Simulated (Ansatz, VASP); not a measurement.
## BaTiO3: VASP beside Ansatz

```
CELL_PARAMETERS angstrom
7.99960 0.00000 0.00000
0.00000 7.99960 0.00000
0.00000 0.00000 8.03600
ATOMIC_POSITIONS crystal
Ba 0.00000 0.00000 0.00000
Ba 0.00000 0.00000 0.50000
Ba 0.00000 0.50000 0.00000
Ba 0.00000 0.50000 0.50000
Ba 0.50000 0.00000 0.00000
Ba 0.50000 0.00000 0.50000
Ba 0.50000 0.50000 0.00000
Ba 0.50000 0.50000 0.50000
Ti 0.25000 0.25000 0.24500
Ti 0.25000 0.25000 0.74500
Ti 0.25000 0.75000 0.24500
Ti 0.25000 0.75000 0.74500
Ti 0.75000 0.25000 0.24500
Ti 0.75000 0.25000 0.74500
Ti 0.75000 0.75000 0.24500
Ti 0.75000 0.75000 0.74500
O 0.25000 0.25000 0.00950
O 0.25000 0.25000 0.50950
O 0.25000 0.75000 0.00950
O 0.25000 0.75000 0.50950
O 0.75000 0.25000 0.00950
O 0.75000 0.25000 0.50950
O 0.75000 0.75000 0.00950
O 0.75000 0.75000 0.50950
O 0.25000 0.00000 0.25850
O 0.25000 0.00000 0.75850
O 0.25000 0.50000 0.25850
O 0.25000 0.50000 0.75850
O 0.75000 0.00000 0.25850
O 0.75000 0.00000 0.75850
O 0.75000 0.50000 0.25850
O 0.75000 0.50000 0.75850
O 0.00000 0.25000 0.25850
O 0.00000 0.25000 0.75850
O 0.00000 0.75000 0.25850
O 0.00000 0.75000 0.75850
O 0.50000 0.25000 0.25850
O 0.50000 0.25000 0.75850
O 0.50000 0.75000 0.25850
O 0.50000 0.75000 0.75850
```

Alike in both runs: task single point; functional PBE; k mesh 2 × 2 × 2; occupations gaussian, width 0.05 eV; no spin polarisation.

```csv
,VASP,Ansatz
version,VASP 6.6.1,Ansatz 0.2.0
potentials or method,"VASP PAW PBE potentials, release 64 (Ba_sv, Ti_sv, O), cutoff 520 eV","scalar-relativistic, plane waves, PAW"
valence electrons in the cell,320,320
```

|  | VASP | Ansatz | Ansatz less VASP |
| --- | --- | --- | --- |
| gap on the k mesh at the Fermi level (eV) | 1.76 | 1.83 | +0.066 |
| rms of the force components (eV/Å) | 0.103 | 0.110 | +0.0078 |

Atom by atom the forces differ by 0.015 eV/Å (rms over components).

Spin-orbit coupling is off throughout.
